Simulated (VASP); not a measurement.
# Be6Tl (Pm-3m) in VASP: notebook

Be6Tl is run at these levels: PBE; tasks: single point, relaxation of cell and atoms.

Program: VASP 6.6.1. These are calculated values, not measurements. Logs are shortened: lines on timing, memory, paths and dates and some standing lists are left out, and cuts for length are marked.

## Step 1: The cell of the first run

Symmetry: Pm-3m, No. 221, cubic system. Conventional cell: a = 4.736 Å, b = 4.736 Å, c = 4.736 Å, α = 90.00°, β = 90.00°, γ = 90.00°. Be (site symmetry 4/mmm) has 4 Be at 2.37 Å within 3.1 Å. Within 3.1 Å of Be (site symmetry 4/mmm) lie 4 Be at 2.37 Å and 2 Tl at 2.37 Å. Tl (site symmetry m-3m) has 6 Be at 2.37 Å within 3.1 Å.

## Step 2: Single point, PBE

INCAR reads:

```
SYSTEM = Be6Tl
PREC = Accurate ; ENCUT = 520
EDIFF = 1E-6 ; ISMEAR = 0
SIGMA = 0.2 ; LREAL = .FALSE.
LASPH = .TRUE. ; NELM = 60
ALGO = Normal ; ISIF = 2
LWAVE = .FALSE. ; LCHARG = .FALSE.
GGA = PE ; NBANDS = 22
```

KPOINTS reads:

```
Automatic mesh
0
G
  6 6 6
  0 0 0
```

POSCAR reads:

```
Be6Tl
1.0
    4.7360833895      0.0000000000      0.0000000000
    0.0000000000      4.7360833895      0.0000000000
    0.0000000000      0.0000000000      4.7360833895
Be Tl
6 1
Direct
    0.0000000000      0.5000000000      0.5000000000
    0.5000000000      0.0000000000      0.5000000000
    0.5000000000      0.5000000000      1.0000000000
    0.5000000000      0.0000000000      1.0000000000
    0.0000000000      0.5000000000      1.0000000000
    0.0000000000      1.0000000000      0.5000000000
    0.0000000000      0.0000000000      1.0000000000
```

Potentials or basis: VASP PAW PBE potentials, release 64 (Be, Tl_d).

Run with:

```bash
$ cat potpaw_PBE.64/Be/POTCAR potpaw_PBE.64/Tl_d/POTCAR > POTCAR
$ mpirun -np 1 vasp_std > vasp.out
```

OUTCAR:

```text
SYSTEM = Be6Tl
   PREC = Accurate
   ENCUT = 520
   EDIFF = 1E-6
   ISMEAR = 0
   LREAL = .FALSE.
   LASPH = .TRUE.
   NELM = 60
   ISIF = 2
   GGA = PE

 ion  position               nearest neighbor table
   1  0.000  0.500  0.500-   5 2.37   6 2.37   5 2.37   6 2.37
   2  0.500  0.000  0.500-   4 2.37   6 2.37   4 2.37   6 2.37
   3  0.500  0.500  0.000-   4 2.37   5 2.37   4 2.37   5 2.37
   4  0.500  0.000  0.000-   2 2.37   3 2.37   7 2.37   2 2.37   3 2.37   7 2.37
   5  0.000  0.500  0.000-   1 2.37   3 2.37   7 2.37   1 2.37   7 2.37   3 2.37
   6  0.000  0.000  0.500-   1 2.37   2 2.37   7 2.37   7 2.37   1 2.37   2 2.37
   7  0.000  0.000  0.000-   4 2.37   5 2.37   6 2.37   6 2.37   5 2.37   4 2.37

  LATTYP: Found a simple cubic cell.
 ALAT       =     4.7360833895

  Lattice vectors:

 A1 = (   4.7360833895,   0.0000000000,   0.0000000000)
 A2 = (   0.0000000000,   4.7360833895,   0.0000000000)
 A3 = (   0.0000000000,   0.0000000000,   4.7360833895)

Analysis of symmetry for initial positions (statically):
=====================================================================
 Subroutine PRICEL returns:
 Original cell was already a primitive cell.

 Routine SETGRP: Setting up the symmetry group for a
 simple cubic supercell.

 Subroutine GETGRP returns: Found 48 space group operations
[... 9 lines left out ...]

 Routine SETGRP: Setting up the symmetry group for a
 simple cubic supercell.

 Subroutine GETGRP returns: Found 48 space group operations
[... 11 lines left out ...]
                                     Primitive cell

  volume of cell :     106.2327

  direct lattice vectors                    reciprocal lattice vectors
     4.736083390  0.000000000  0.000000000     0.211144931  0.000000000  0.000000000
     0.000000000  4.736083390  0.000000000     0.000000000  0.211144931  0.000000000
     0.000000000  0.000000000  4.736083390     0.000000000  0.000000000  0.211144931

  length of vectors
     4.736083390  4.736083390  4.736083390     0.211144931  0.211144931  0.211144931

  position of ions in fractional coordinates (direct lattice)
     0.000000000  0.500000000  0.500000000
     0.500000000  0.000000000  0.500000000
     0.500000000  0.500000000  0.000000000
     0.500000000  0.000000000  0.000000000
     0.000000000  0.500000000  0.000000000
     0.000000000  0.000000000  0.500000000
     0.000000000  0.000000000  0.000000000

  ion indices of the primitive-cell ions
   primitive index   ion index
                 1           1
                 2           2
                 3           3
                 4           4
                 5           5
                 6           6
                 7           7

----------------------------------------------------------------------------------------

 KPOINTS: Automatic mesh

Automatic generation of k-mesh.
 Grid dimensions read from file:
 generate k-points for:    6    6    6

 Generating k-lattice:

  Cartesian coordinates                     Fractional coordinates (reciprocal lattice)
     0.035190822  0.000000000  0.000000000     0.166666667  0.000000000  0.000000000
     0.000000000  0.035190822  0.000000000     0.000000000  0.166666667  0.000000000
     0.000000000  0.000000000  0.035190822     0.000000000  0.000000000  0.166666667

  Length of vectors
     0.035190822  0.035190822  0.035190822

  Shift w.r.t. Gamma in fractional coordinates (k-lattice)
     0.000000000  0.000000000  0.000000000

 Subroutine IBZKPT returns following result:
 ===========================================

 Found     20 irreducible k-points:

 Following reciprocal coordinates:
            Coordinates               Weight
  0.000000  0.000000  0.000000      1.000000
  0.166667  0.000000  0.000000      6.000000
  0.333333  0.000000  0.000000      6.000000
  0.500000  0.000000  0.000000      3.000000
  0.166667  0.166667  0.000000     12.000000
  0.333333  0.166667  0.000000     24.000000
[... 12 lines left out ...]
  0.500000  0.500000  0.333333      6.000000
  0.500000  0.500000  0.500000      1.000000
   k-points           NKPTS =     20   k-points in BZ     NKDIM =     20   number of bands    NBANDS=     22
   number of dos      NEDOS =    301   number of ions     NIONS =      7
   total plane-waves  NPLWV =  46656
   dimension x,y,z NGX =    36 NGY =   36 NGZ =   36
   dimension x,y,z NGXF=    72 NGYF=   72 NGZF=   72
   ions per type =               6   1
   NGX,Y,Z   is equivalent  to a cutoff of  12.64, 12.64, 12.64 a.u.
   NGXF,Y,Z  is equivalent  to a cutoff of  25.27, 25.27, 25.27 a.u.
 SYSTEM =  Be6Tl
   PREC   = accura    normal or accurate (medium, high low for compatibility)
   ISTART =      0    job   : 0-new  1-cont  2-samecut
   ICHARG =      2    charge: 1-file 2-atom 10-const
   ISPIN  =      1    spin polarized calculation?
   LNONCOLLINEAR =      F non collinear calculations
   LSORBIT =      F    spin-orbit coupling
   LASPH  =      T    aspherical Exc in radial PAW
   ENCUT  =  520.0 eV  38.22 Ry    6.18 a.u.   8.81  8.81  8.81*2*pi/ulx,y,z
   NELM   =     60;   NELMIN=  2; NELMDL= -5     # of ELM steps
   EDIFF  = 0.1E-05   stopping-criterion for ELM
   LREAL  =      F    real-space projection
   EDIFFG = 0.1E-04   stopping-criterion for IOM
   NSW    =      0    number of steps for IOM
   IBRION =     -1    ionic relax: 0-MD 1-quasi-New 2-CG
   NFREE  =      0    steps in history (QN), initial steepest desc. (CG)
   ISIF   =      2    stress and relaxation
   ISYM   =      2    0-nonsym 1-usesym 2-fastsym
   POTIM  = 0.5000    time-step for ionic-motion
   TEBEG  =    0.0;   TEEND  =   0.0 temperature during run
   PSTRESS=    0.0 pullay stress
   NELECT =      25.0000    total number of electrons
   NUPDOWN=      -1.0000    fix difference up-down
   EMIN   =  10.00;   EMAX   =-10.00  energy-range for DOS
   EFERMI =   0.00;   METHOD = LEGACY
   ISMEAR =     0;   SIGMA  =   0.20  broadening in eV -4-tet -1-fermi 0-gaus
   EFERMI_NEDOS =   21; number of points for ismear=-14 and -15
   IALGO  =     38    algorithm
   IMIX   =      4    mixing-type and parameters
     AMIX     =   0.40;   BMIX     =  1.00
     AMIX_MAG =   1.60;   BMIX_MAG =  1.00
  volume/ion in A,a.u.               =      15.18       102.41
  Fermi-wavevector in a.u.,A,eV,Ry     =   1.010731  1.910004 13.899395  1.021577
  Thomas-Fermi vector in A             =   2.143738
   LORBIT       =      0    0 simple, 1 ext, 2 COOP (PROOUT), +10 PAW based schemes
   GGA     = PE    functional components
   LHFCALC =     F    Hartree Fock is set to
   AEXX    =    0.0000 exact exchange contribution
   IVDW    =     0    specifies the selected vdW correction
   LEPSILON=     F    determine dielectric tensor
   LRPA    =     F    only Hartree local field effects (RPA)
 non-spin polarized calculation
 Gauss-broadening in eV      SIGMA  =   0.20
  energy-cutoff  :      520.00
  volume of cell :      106.23
 maximum number of plane-waves:      2897
 NGX is ok and might be reduce to    36
   NGX = 17   NGY = 17   NGZ = 17

 number of electron      24.9999999 magnetization

 Free energy of the ion-electron system (eV)
  ---------------------------------------------------
  ext. energy  EPLUGINS =         0.00000000
  ---------------------------------------------------
  free energy    TOTEN  =       -15.74180755 eV

  energy without entropy =      -15.69853794  energy(sigma->0) =      -15.72017275

 E-fermi :   4.1491     XC(G=0):  -9.2673

 val. band max:        4.0935499569   @ k =   0.1667   0.1667   0.1667
 cond. band min:       4.1579641040   @ k =   0.5000   0.3333   0.0000
 fundamental gap:      0.0644141472
 Fermi energy:         4.1491195828

 k-point     1 :       0.0000    0.0000    0.0000
  band No.  band energies     occupation
      1      -8.4091      2.00000
      2      -8.4091      2.00000
      3      -7.9895      2.00000
      4      -7.9895      2.00000
      5      -7.9895      2.00000
      6      -5.7088      2.00000
[... 14 lines left out ...]
     21      10.0901      0.00000
     22      10.0901      0.00000

 k-point     2 :       0.1667    0.0000    0.0000
  band No.  band energies     occupation
      1      -8.4088      2.00000
      2      -8.4084      2.00000
      3      -7.9987      2.00000
      4      -7.9987      2.00000
      5      -7.9891      2.00000
      6      -5.5915      2.00000
[... 14 lines left out ...]
     21       9.6700      0.00000
     22       9.9808      0.00000

 k-point     3 :       0.3333    0.0000    0.0000
  band No.  band energies     occupation
      1      -8.4083      2.00000
      2      -8.4068      2.00000
      3      -8.0168      2.00000
      4      -8.0168      2.00000
      5      -7.9884      2.00000
      6      -5.2968      2.00000
[... 14 lines left out ...]
     21       9.6327      0.00000
     22       9.9041      0.00000

 k-point     4 :       0.5000    0.0000    0.0000
  band No.  band energies     occupation
      1      -8.4082      2.00000
      2      -8.4060      2.00000
      3      -8.0258      2.00000
      4      -8.0258      2.00000
      5      -7.9880      2.00000
      6      -5.0965      2.00000
[... 14 lines left out ...]
     21       8.8482      0.00000
     22       9.9069      0.00000

 k-point     5 :       0.1667    0.1667    0.0000
  band No.  band energies     occupation
      1      -8.4079      2.00000
      2      -8.4079      2.00000
      3      -8.0083      2.00000
      4      -7.9985      2.00000
      5      -7.9979      2.00000
      6      -5.4751      2.00000
[... 14 lines left out ...]
     21       9.9994      0.00000
     22      10.0557      0.00000

 k-point     6 :       0.3333    0.1667    0.0000
  band No.  band energies     occupation
      1      -8.4072      2.00000
      2      -8.4062      2.00000
      3      -8.0275      2.00000
      4      -8.0162      2.00000
      5      -7.9973      2.00000
      6      -5.1837      2.00000
[... 14 lines left out ...]
     21      10.0790      0.00000
     22      10.6731      0.00000

 k-point     7 :       0.5000    0.1667    0.0000
  band No.  band energies     occupation
      1      -8.4069      2.00000
      2      -8.4053      2.00000
      3      -8.0370      2.00000
      4      -8.0252      2.00000
      5      -7.9969      2.00000
      6      -4.9869      2.00000
[... 224 lines left out ...]
      6      -4.4356      2.00000
[... 14 lines left out ...]
     21       9.9716      0.00000
     22      10.9264      0.00000

 k-point    17 :       0.3333    0.3333    0.3333
  band No.  band energies     occupation
      1      -8.4018      2.00000
      2      -8.4018      2.00000
      3      -8.0468      2.00000
      4      -8.0451      2.00000
      5      -8.0451      2.00000
      6      -4.5251      2.00000
[... 14 lines left out ...]
     21       9.9497      0.00000
     22      10.4180      0.00000

 k-point    18 :       0.5000    0.3333    0.3333
  band No.  band energies     occupation
      1      -8.4011      2.00000
      2      -8.4004      2.00000
      3      -8.0564      2.00000
      4      -8.0551      2.00000
      5      -8.0447      2.00000
      6      -4.3504      2.00000
[... 14 lines left out ...]
     21      10.1261      0.00000
     22      10.7801      0.00000

 k-point    19 :       0.5000    0.5000    0.3333
  band No.  band energies     occupation
      1      -8.4002      2.00000
      2      -8.3992      2.00000
      3      -8.0661      2.00000
      4      -8.0547      2.00000
      5      -8.0547      2.00000
      6      -4.1835      2.00000
[... 14 lines left out ...]
     21      10.2719      0.00000
     22      10.5011      0.00000

 k-point    20 :       0.5000    0.5000    0.5000
  band No.  band energies     occupation
      1      -8.3985      2.00000
      2      -8.3985      2.00000
      3      -8.0649      2.00000
      4      -8.0649      2.00000
      5      -8.0649      2.00000
      6      -4.0232      2.00000
[... 14 lines left out ...]
     21      10.3651      0.00000
     22      10.6073      0.00000

------------------------ aborting loop because EDIFF is reached ----------------------------------------

  FORCE on cell =-STRESS in cart. coord.  units (eV):
  Direction    XX          YY          ZZ          XY          YZ          ZX
  --------------------------------------------------------------------------------------
  -------------------------------------------------------------------------------------
  Total       -0.0763706     -0.0763706     -0.0763706      0.0000000      0.0000000     -0.0000000
  in kB       -1.1518047     -1.1518047     -1.1518047      0.0000000      0.0000000     -0.0000000
  external PRESSURE =      -1.1518047 kB  Pullay stress =       0.0000000 kB

 VOLUME and BASIS-vectors are now :
 -----------------------------------------------------------------------------
  energy-cutoff  :      520.00
  volume of cell :      106.23
      direct lattice vectors                 reciprocal lattice vectors
     4.736083390  0.000000000  0.000000000     0.211144931  0.000000000  0.000000000
     0.000000000  4.736083390  0.000000000     0.000000000  0.211144931  0.000000000
     0.000000000  0.000000000  4.736083390     0.000000000  0.000000000  0.211144931

 POSITION                                       TOTAL-FORCE (eV/Angst)
 -----------------------------------------------------------------------------------
      0.00000      2.36804      2.36804         0.000000      0.000000      0.000000
      2.36804      0.00000      2.36804         0.000000      0.000000      0.000000
      2.36804      2.36804      0.00000         0.000000      0.000000      0.000000
      2.36804      0.00000      0.00000         0.000000      0.000000      0.000000
      0.00000      2.36804      0.00000         0.000000      0.000000      0.000000
      0.00000      0.00000      2.36804         0.000000      0.000000      0.000000
      0.00000      0.00000      0.00000         0.000000      0.000000      0.000000
 -----------------------------------------------------------------------------------
    total drift:                               -0.000000     -0.000000     -0.000000

  FREE ENERGIE OF THE ION-ELECTRON SYSTEM (eV)
  ---------------------------------------------------
  free  energy   TOTEN  =       -15.7418075547 eV

  energy  without entropy=      -15.6985379373  energy(sigma->0) =      -15.72017275
```

Run time: 86 s. Hardware: 1 thread of Oxide Virtual Turin-like, shared host; peak memory 0.18 GiB.

Results:

```
Free energy : -15.7418 eV
Pressure    : -0.1 GPa
```

Levels at points of the mesh, in eV from the Fermi level:
```tsv
k point	band 9	band 10	band 11	band 12	band 13	band 14	band 15	band 16
(0.00, 0.00, 0.00)	-3.66	-2.48	-1.63	-1.63	0.37	0.37	0.37	1.93
(0.50, 0.00, 0.00)	-2.68	-1.71	-1.06	-1.01	-1.01	-0.73	0.46	1.84
(0.50, 0.50, 0.00)	-4.10	-1.34	-0.67	-0.45	-0.45	0.27	0.27	1.88
(0.50, 0.50, 0.50)	-4.84	-3.37	-3.37	-3.37	-1.48	4.94	4.94	4.94
```

Caveat: spin-orbit coupling is left out, which moves the levels of the heavy elements.

[end of part 1 of 2]
